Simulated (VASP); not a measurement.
# Ti2C (R-3m) in VASP: a series of runs

Runs on Ti2C. Level: r2SCAN. Tasks: single point.

All numbers are computed with VASP 6.6.1; they aren't measurements. Logs are shortened: lines on timing, memory, paths and dates and some standing lists are left out, and cuts for length are marked.

## Step 1: The cell of the first run

Symmetry: R-3m, No. 166, trigonal system. Conventional cell: a = 3.081 Å, b = 3.081 Å, c = 14.441 Å, α = 90.00°, β = 90.00°, γ = 120.00°. Ti (site symmetry 3m) has 3 C at 2.11 Å within 2.8 Å. C (site symmetry -3m) has 6 Ti at 2.11 Å within 2.8 Å.

## Step 2: Single point, r2SCAN

POSCAR reads:

```
Ti2C
1.0
    1.5406981810      0.8895225095      4.8137698526
   -1.5406981810      0.8895225095      4.8137698526
    0.0000000000     -1.7790450190      4.8137698526
Ti C
2 1
Direct
    0.2454978300      0.2454978300      0.2454978300
    0.7545021700      0.7545021700      0.7545021700
    0.5000000000      0.5000000000      0.5000000000
```

INCAR.step1 reads:

```
SYSTEM = Ti2C
PREC = Accurate ; ENCUT = 520
ISMEAR = 0 ; SIGMA = 0.01
LREAL = .FALSE. ; LASPH = .TRUE.
NELM = 100 ; NBANDS = 21
GGA = PE ; ALGO = Normal
EDIFF = 1E-4 ; LWAVE = .TRUE.
LCHARG = .FALSE.
```

INCAR.step2 reads:

```
SYSTEM = Ti2C
PREC = Accurate ; ENCUT = 520
EDIFF = 1E-6 ; ISMEAR = 0
SIGMA = 0.01 ; LREAL = .FALSE.
LASPH = .TRUE. ; NELM = 100
ALGO = Normal ; ISIF = 2
LWAVE = .FALSE. ; LCHARG = .FALSE.
METAGGA = R2SCAN ; LMIXTAU = .TRUE.
NBANDS = 21 ; ISTART = 1
```

KPOINTS reads:

```
Automatic mesh
0
G
  9 9 9
  0 0 0
```

Potentials or basis: VASP PAW PBE potentials, release 64 (Ti_sv, C).

The run is started by

```bash
$ cat potpaw_PBE.64/Ti_sv/POTCAR potpaw_PBE.64/C/POTCAR > POTCAR
$ cp INCAR.step1 INCAR
$ mpirun -np 1 vasp_std > vasp.out
$ cp INCAR.step2 INCAR
$ mpirun -np 1 vasp_std > vasp.out
```

OUTCAR:

```text
SYSTEM = Ti2C
   PREC = Accurate
   ENCUT = 520
   EDIFF = 1E-6
   ISMEAR = 0
   LREAL = .FALSE.
   LASPH = .TRUE.
   NELM = 100
   ISIF = 2
   METAGGA = R2SCAN
   ISTART = 1

 ion  position               nearest neighbor table
   1  0.245  0.245  0.245-   3 2.11   3 2.11   3 2.11   2 2.89   2 2.89   2 2.89
   2  0.755  0.755  0.755-   3 2.11   3 2.11   3 2.11   1 2.89   1 2.89   1 2.89
   3  0.500  0.500  0.500-   1 2.11   2 2.11   1 2.11   1 2.11   2 2.11   2 2.11

  LATTYP: Found a trigonal (rhomboedric) cell.
 ALAT       =     5.1319958470
 COS(alpha) =     0.8197428324

  Lattice vectors:

 A1 = (   1.5406981810,   0.8895225095,   4.8137698526)
 A2 = (  -1.5406981810,   0.8895225095,   4.8137698526)
 A3 = (   0.0000000000,  -1.7790450190,   4.8137698526)

Analysis of symmetry for initial positions (statically):
=====================================================================
 Subroutine PRICEL returns:
 Original cell was already a primitive cell.

 Routine SETGRP: Setting up the symmetry group for a
 trigonal (rhombohedral) supercell.

 Subroutine GETGRP returns: Found 12 space group operations
 (whereof 12 operations were pure point group operations)
 out of a pool of 12 trial point group operations.

The static configuration has the point symmetry D_3d.

Analysis of symmetry for dynamics (positions and initial velocities):
=====================================================================
 Subroutine PRICEL returns:
 Original cell was already a primitive cell.

 Routine SETGRP: Setting up the symmetry group for a
 trigonal (rhombohedral) supercell.

 Subroutine GETGRP returns: Found 12 space group operations
 (whereof 12 operations were pure point group operations)
 out of a pool of 12 trial point group operations.

The dynamic configuration has the point symmetry D_3d.

 Subroutine INISYM returns: Found 12 space group operations
 (whereof 12 operations are pure point group operations),
 and found     1 'primitive' translations

----------------------------------------------------------------------------------------

                                     Primitive cell

  volume of cell :      39.5832

  direct lattice vectors                    reciprocal lattice vectors
     1.540698181  0.889522510  4.813769853     0.324528195  0.187366441  0.069245798
    -1.540698181  0.889522510  4.813769853    -0.324528195  0.187366441  0.069245798
     0.000000000 -1.779045019  4.813769853     0.000000000 -0.374732882  0.069245798

  length of vectors
     5.131995847  5.131995847  5.131995847     0.381077044  0.381077044  0.381077044

  position of ions in fractional coordinates (direct lattice)
     0.245497830  0.245497830  0.245497830
     0.754502170  0.754502170  0.754502170
     0.500000000  0.500000000  0.500000000

  ion indices of the primitive-cell ions
   primitive index   ion index
                 1           1
                 2           2
                 3           3

----------------------------------------------------------------------------------------

 KPOINTS: Automatic mesh

Automatic generation of k-mesh.
 Grid dimensions read from file:
 generate k-points for:    9    9    9

 Generating k-lattice:

  Cartesian coordinates                     Fractional coordinates (reciprocal lattice)
     0.036058688  0.020818493  0.007693978     0.111111111  0.000000000  0.000000000
    -0.036058688  0.020818493  0.007693978     0.000000000  0.111111111  0.000000000
     0.000000000 -0.041636987  0.007693978     0.000000000  0.000000000  0.111111111

  Length of vectors
     0.042341894  0.042341894  0.042341894

  Shift w.r.t. Gamma in fractional coordinates (k-lattice)
     0.000000000  0.000000000  0.000000000

 Subroutine IBZKPT returns following result:
 ===========================================

 Found     85 irreducible k-points:

 Following reciprocal coordinates:
            Coordinates               Weight
  0.000000  0.000000  0.000000      1.000000
  0.111111  0.000000 -0.000000      6.000000
  0.222222  0.000000 -0.000000      6.000000
  0.333333  0.000000  0.000000      6.000000
  0.444444  0.000000 -0.000000      6.000000
  0.111111  0.111111 -0.000000      6.000000
[... 16 lines left out ...]
 -0.333333  0.333333  0.000000      6.000000
  0.444444  0.444444 -0.000000      6.000000
 [... further k-points ...]
   k-points           NKPTS =     85   k-points in BZ     NKDIM =     85   number of bands    NBANDS=     21
   number of dos      NEDOS =    301   number of ions     NIONS =      3
   total plane-waves  NPLWV =  64000
   dimension x,y,z NGX =    40 NGY =   40 NGZ =   40
   dimension x,y,z NGXF=    80 NGYF=   80 NGZF=   80
   ions per type =               2   1
   NGX,Y,Z   is equivalent  to a cutoff of  12.96, 12.96, 12.96 a.u.
   NGXF,Y,Z  is equivalent  to a cutoff of  25.92, 25.92, 25.92 a.u.
 SYSTEM =  Ti2C
   PREC   = accura    normal or accurate (medium, high low for compatibility)
   ISTART =      1    job   : 0-new  1-cont  2-samecut
   ICHARG =      0    charge: 1-file 2-atom 10-const
   ISPIN  =      1    spin polarized calculation?
   LNONCOLLINEAR =      F non collinear calculations
   LSORBIT =      F    spin-orbit coupling
   LASPH  =      T    aspherical Exc in radial PAW
   ENCUT  =  520.0 eV  38.22 Ry    6.18 a.u.   9.54  9.54  9.54*2*pi/ulx,y,z
   NELM   =    100;   NELMIN=  2; NELMDL=  0     # of ELM steps
   EDIFF  = 0.1E-05   stopping-criterion for ELM
   LREAL  =      F    real-space projection
   EDIFFG = 0.1E-04   stopping-criterion for IOM
   NSW    =      0    number of steps for IOM
   IBRION =     -1    ionic relax: 0-MD 1-quasi-New 2-CG
   NFREE  =      0    steps in history (QN), initial steepest desc. (CG)
   ISIF   =      2    stress and relaxation
   ISYM   =      2    0-nonsym 1-usesym 2-fastsym
   POTIM  = 0.5000    time-step for ionic-motion
   TEBEG  =    0.0;   TEEND  =   0.0 temperature during run
   PSTRESS=    0.0 pullay stress
   NELECT =      28.0000    total number of electrons
   NUPDOWN=      -1.0000    fix difference up-down
   EMIN   =  10.00;   EMAX   =-10.00  energy-range for DOS
   EFERMI =   0.00;   METHOD = LEGACY
   ISMEAR =     0;   SIGMA  =   0.01  broadening in eV -4-tet -1-fermi 0-gaus
   EFERMI_NEDOS =   21; number of points for ismear=-14 and -15
   IALGO  =     38    algorithm
   IMIX   =      4    mixing-type and parameters
     AMIX     =   0.40;   BMIX     =  1.00
     AMIX_MAG =   1.60;   BMIX_MAG =  1.00
  volume/ion in A,a.u.               =      13.19        89.04
  Fermi-wavevector in a.u.,A,eV,Ry     =   1.458670  2.756487 28.949376  2.127719
  Thomas-Fermi vector in A             =   2.575328
   LORBIT       =      0    0 simple, 1 ext, 2 COOP (PROOUT), +10 PAW based schemes
   METAGGA = R2SCAN    functional components
   LHFCALC =     F    Hartree Fock is set to
   AEXX    =    0.0000 exact exchange contribution
   IVDW    =     0    specifies the selected vdW correction
   LEPSILON=     F    determine dielectric tensor
   LRPA    =     F    only Hartree local field effects (RPA)
 non-spin polarized calculation
 Gauss-broadening in eV      SIGMA  =   0.01
  energy-cutoff  :      520.00
  volume of cell :       39.58
 maximum number of plane-waves:      1079
 NGX is ok and might be reduce to    40
   NGX = 19   NGY = 19   NGZ = 19

 number of electron      28.0000004 magnetization

 Free energy of the ion-electron system (eV)
  ---------------------------------------------------
  ext. energy  EPLUGINS =         0.00000000
  ---------------------------------------------------
  free energy    TOTEN  =       -38.04911348 eV

  energy without entropy =      -38.04888532  energy(sigma->0) =      -38.04899940

 E-fermi :   8.4901     XC(G=0): -12.7233

 val. band max:        8.4867813116   @ k =  -0.4444   0.4444   0.3333
 cond. band min:       8.5065354015   @ k =  -0.3333   0.3333   0.2222
 fundamental gap:      0.0197540900
 Fermi energy:         8.4900619042

 k-point     1 :       0.0000    0.0000    0.0000
  band No.  band energies     occupation
      1     -50.6886      2.00000
      2     -50.5840      2.00000
      3     -26.2264      2.00000
      4     -25.6930      2.00000
      5     -25.6930      2.00000
      6     -25.6434      2.00000
[... 13 lines left out ...]
     20      11.6370      0.00000
     21      12.7429      0.00000

 k-point     2 :       0.1111    0.0000   -0.0000
  band No.  band energies     occupation
      1     -50.6802      2.00000
      2     -50.5818      2.00000
      3     -26.2045      2.00000
      4     -25.7355      2.00000
      5     -25.7028      2.00000
      6     -25.6586      2.00000
[... 13 lines left out ...]
     20      11.7048      0.00000
     21      12.9595      0.00000

 k-point     3 :       0.2222    0.0000   -0.0000
  band No.  band energies     occupation
      1     -50.6580      2.00000
      2     -50.5773      2.00000
      3     -26.1457      2.00000
      4     -25.8390      2.00000
      5     -25.7601      2.00000
      6     -25.7273      2.00000
[... 13 lines left out ...]
     20      11.9170      0.00000
     21      13.4996      0.00000
[... 457 lines left out ...]
 k-point    23 :      -0.3333    0.3333    0.0000
  band No.  band energies     occupation
      1     -50.5853      2.00000
      2     -50.5853      2.00000
      3     -26.0453      2.00000
      4     -25.9960      2.00000
      5     -25.9772      2.00000
      6     -25.8319      2.00000
[... 13 lines left out ...]
     20      13.0453      0.00000
     21      13.0701      0.00000

 k-point    24 :       0.4444    0.4444   -0.0000
  band No.  band energies     occupation
      1     -50.6108      2.00000
      2     -50.5739      2.00000
      3     -26.1411      2.00000
      4     -26.1137      2.00000
      5     -25.8125      2.00000
      6     -25.7900      2.00000
[... 13 lines left out ...]
     20      12.1013      0.00000
     21      12.5583      0.00000

 [... further k-points ...]

------------------------ aborting loop because EDIFF is reached ----------------------------------------

  FORCE on cell =-STRESS in cart. coord.  units (eV):
  Direction    XX          YY          ZZ          XY          YZ          ZX
  --------------------------------------------------------------------------------------
  -------------------------------------------------------------------------------------
  Total        0.0228660      0.0228660      0.0824290      0.0000000      0.0000000      0.0000000
  in kB        0.9255294      0.9255294      3.3364119      0.0000000      0.0000000      0.0000000
  external PRESSURE =       1.7291569 kB  Pullay stress =       0.0000000 kB

 VOLUME and BASIS-vectors are now :
 -----------------------------------------------------------------------------
  energy-cutoff  :      520.00
  volume of cell :       39.58
      direct lattice vectors                 reciprocal lattice vectors
     1.540698181  0.889522510  4.813769853     0.324528195  0.187366441  0.069245798
    -1.540698181  0.889522510  4.813769853    -0.324528195  0.187366441  0.069245798
     0.000000000 -1.779045019  4.813769853     0.000000000 -0.374732882  0.069245798

 POSITION                                       TOTAL-FORCE (eV/Angst)
 -----------------------------------------------------------------------------------
      0.00000      0.00000      3.54531         0.000000     -0.000000      0.008770
      0.00000      0.00000     10.89600         0.000000      0.000000     -0.008770
      0.00000      0.00000      7.22065         0.000000     -0.000000      0.000000
 -----------------------------------------------------------------------------------
    total drift:                                0.000000      0.000000     -0.000000

  FREE ENERGIE OF THE ION-ELECTRON SYSTEM (eV)
  ---------------------------------------------------
  free  energy   TOTEN  =       -38.0491134832 eV

  energy  without entropy=      -38.0488853249  energy(sigma->0) =      -38.04899940
```

Run time: 10 min. Hardware: 1 thread of Intel Xeon Platinum 8488C (Sapphire Rapids), shared host; peak memory 0.29 GiB.

Results:

* Free energy: -38.0491 eV
* Pressure: 0.2 GPa
* Largest force: 0.009 eV/Å
* Band gap on the k mesh: zero (band 14 reaches 9.22 eV, above the bottom of band 15 at 8.32 eV)

Forces on the atoms (eV/Å):
```
Ti   0.000  0.000  0.009
Ti   0.000  0.000 -0.009
C    0.000  0.000  0.000
```

Stress tensor (GPa, compression positive):
```
0.09 0.00 0.00
0.00 0.09 0.00
0.00 0.00 0.33
```

Caveat: the PAW data sets were made with another functional, which shifts forces and pressure a little.

[end of part 1 of 2]
